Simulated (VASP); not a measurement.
Wanted: the native input for a VASP 6.6.1 run.

```yaml
Task: single point
Functional: PBE
Dispersion: D3(BJ)
Potentials_or_basis: VASP PAW PBE potentials, release 64 (Te, Ti_sv)
Cutoff: 520 eV
k_mesh: 15 × 15 × 1
Occupations: gaussian, width 0.1 eV
Spin: no spin polarisation
Dipole_correction: yes
Further_INCAR_settings: ALGO = Normal; EDIFF = 1e-06; NBANDS = 19
```

The structure of TiTe2 lies in POSCAR:

```
TiTe2
1.0
    3.6962848363      0.0000000000      0.0000000000
   -1.8481424181      3.2010765678      0.0000000000
    0.0000000000      0.0000000000     32.9236836983
Te Ti
2 1
Direct
    0.3333333333      0.6666666667      0.4474262680
    0.6666666667      0.3333333333      0.5525737320
    0.0000000000      0.0000000000      0.5000000000
```

This cell differs from its parent crystal: atoms taken out.

The input as run:

INCAR

```
SYSTEM = TiTe2
PREC = Accurate ; ENCUT = 520
EDIFF = 1E-6 ; ISMEAR = 0
SIGMA = 0.1 ; LREAL = .False.
LASPH = .True. ; NELM = 80
ALGO = Normal ; ISIF = 2
LWAVE = .False. ; LCHARG = .False.
LDIPOL = .True. ; IDIPOL = 3
DIPOL = 0.5 0.5 0.500 ; GGA = PE
IVDW = 12 ; NBANDS = 19
```

KPOINTS

```
regular mesh
0
Gamma
  15 15 1
  0 0 0
```

Potentials or basis: VASP PAW PBE potentials, release 64 (Te, Ti_sv).

Launch:

```bash
$ cat potpaw_PBE.64/Te/POTCAR potpaw_PBE.64/Ti_sv/POTCAR > POTCAR
$ mpirun -np 1 vasp_std > vasp.out
```

It gave:

```json
{
 "Largest force": "0.224 eV/Å",
 "Band gap on the k mesh": "zero (bands 12 and 13 overlap by 0.61 eV)",
 "Dispersion energy per atom": "-0.359 eV"
}
```

Caveat: the cell differs from its parent crystal (atoms taken out); spin-orbit coupling is left out, which moves the levels of the heavy elements.

Wall time 9.2 min on 1 thread of AMD EPYC 7R13 Processor (Zen 3) (shared host), peak memory 0.54 GiB.
